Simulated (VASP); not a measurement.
Input of a VASP 6.6.1 run:

INCAR

```
SYSTEM = Mg8O9
PREC = Accurate
ENCUT = 620
EDIFF = 1E-6
ISMEAR = 0
SIGMA = 0.05
LREAL = Auto
LASPH = .TRUE.
NELM = 200
ALGO = Normal
ISIF = 2
LWAVE = .FALSE.
LCHARG = .FALSE.
ISPIN = 2
MAGMOM = 0 0 0 0 0 0 0 0 0 0 0 0 0 0 0 0 1
LORBIT = 11
GGA = PS
NBANDS = 85
GGA_COMPAT = .FALSE.
```

The input KPOINTS:

```
Automatic mesh
0
G
  2 2 2
  0 0 0
```

File POSCAR:

```
Mg8O9
1.0
    0.0000000000      3.8900000000      3.8900000000
    3.8900000000      0.0000000000      3.8900000000
    3.8900000000      3.8900000000      0.0000000000
Mg O
8 9
Direct
   -0.0247074819      0.0180617232     -0.0324657683
    0.0047038014     -0.0191667656      0.4808332344
   -0.0119761994      0.4975617833     -0.0024382167
   -0.0247074819      0.4675342317      0.5180617232
    0.5102067328      0.0179492269     -0.0323772231
    0.4975716761     -0.0120014677      0.4879985323
    0.4807970953      0.5047386610      0.0047386610
    0.5102067328      0.4676227769      0.5179492269
    0.2427569371      0.2427864266      0.2427967239
    0.2428518397      0.2427736918      0.7427736918
    0.3643142599      0.7427666867      0.2427666867
    0.2427569371      0.7427967239      0.7427864266
    0.7427794928      0.2428214693      0.2428017815
    0.7425557491      0.2429530932      0.7429530932
    0.7426552140      0.7427796725      0.2427796725
    0.7427794928      0.7428017815      0.7428214693
    1.1209088324      0.7427653349      1.2427653349
```

Potentials or basis: VASP PAW PBE potentials, release 64 (Mg_sv, O).

Command:

```console
$ cat potpaw_PBE.64/Mg_sv/POTCAR potpaw_PBE.64/O/POTCAR > POTCAR
$ mpirun -np 1 vasp_std > vasp.out
```

(1) What does it give for the net moment?

(2) Estimate the pressure.

Results:

(1) 0.00 μB per cell.

(2) 95.2 GPa.

Caveat: the k points lie up to 0.70 Å⁻¹ apart; the PAW data sets were made with another functional, which shifts forces and pressure a little.
